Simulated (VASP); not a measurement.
**HfC: relaxation of cell and atoms with PBEsol**

HfC:

```
Hf C
1.0
     0.00000    2.30367    2.30367
     2.30367    0.00000    2.30367
     2.30367    2.30367    0.00000
Hf C
1 1
Direct
  0.50000 0.50000 0.50000
  0.00000 0.00000 0.00000
```

```json
{"Program": "VASP 6.6.1", "Task": "relaxation of cell and atoms", "Functional": "PBEsol", "Potentials or basis": "VASP PAW PBE potentials, release 64 (Hf_pv, C)", "Cutoff": "600 eV", "k mesh": "18 × 18 × 18", "Occupations": "fermi-dirac, width 0.1 eV", "Spin": "no spin polarisation", "Target pressure": "2 GPa", "Dipole correction": "no", "Further INCAR settings": "ALGO = Normal; EDIFF = 1e-06; IBRION = 2; EDIFFG = -0.002; NSW = 100; ISIF = 3"}
```

```yaml
Relaxed_volume: 12.11 Å³/atom
Relaxed_cell: a = 3.248 Å, b = 3.248 Å, c = 3.248 Å, α = 60.00°, β = 60.00°, γ = 60.00°
Space_group_after_relaxing_to_0.05_Å: Fm-3m (No. 225)
Energy_change_on_relaxing_the_enthalpy_is_what_falls: +0.6 meV/atom
Ionic_steps: 3
Pressure_after_relaxing: 2.0 GPa
Band_gap_on_the_k_mesh: zero (band 7 reaches 7.14 eV, above the bottom of band 8 at 5.68 eV)
```

The path:
```tsv
step	energy change (eV)	largest force (eV/Å)	pressure (GPa)	volume (Å³)
1	0.0000	0.0000	-0.44	24.45
2	0.0126	0.0000	6.83	23.80
3	0.0011	0.0000	1.98	24.22
```

Final structure:
```
Hf C
1.0
     0.00000    2.29639    2.29639
     2.29639    0.00000    2.29639
     2.29639    2.29639    0.00000
Hf C
1 1
Direct
  0.50000 0.50000 0.50000
  0.00000 0.00000 0.00000
```

Levels at points of the mesh, in eV from the Fermi level:
```
           k point  band 3  band 4  band 5  band 6  band 7  band 8  band 9  band 10  band 11
(0.00, 0.00, 0.00)  -29.31  -12.47    1.05    1.05    1.05    1.36    1.36     1.36     3.49
(0.50, 0.00, 0.00)  -29.39   -8.44   -6.34   -3.11   -3.11    5.52    5.52     6.01     6.71
(0.50, 0.50, 0.00)  -29.58  -10.53   -2.54   -1.95   -0.03   -0.03    5.52     7.03     7.03
```

Wall time 78 s on 1 thread of Intel(R) Xeon(R) Platinum 8559C (Emerald Rapids) (shared host), peak memory 0.22 GiB.

Caveat: the cell is relaxed towards a set pressure, so the enthalpy falls and the energy may rise; the PAW data sets were made with another functional, which shifts forces and pressure a little; spin-orbit coupling is left out, which moves the levels of the heavy elements.
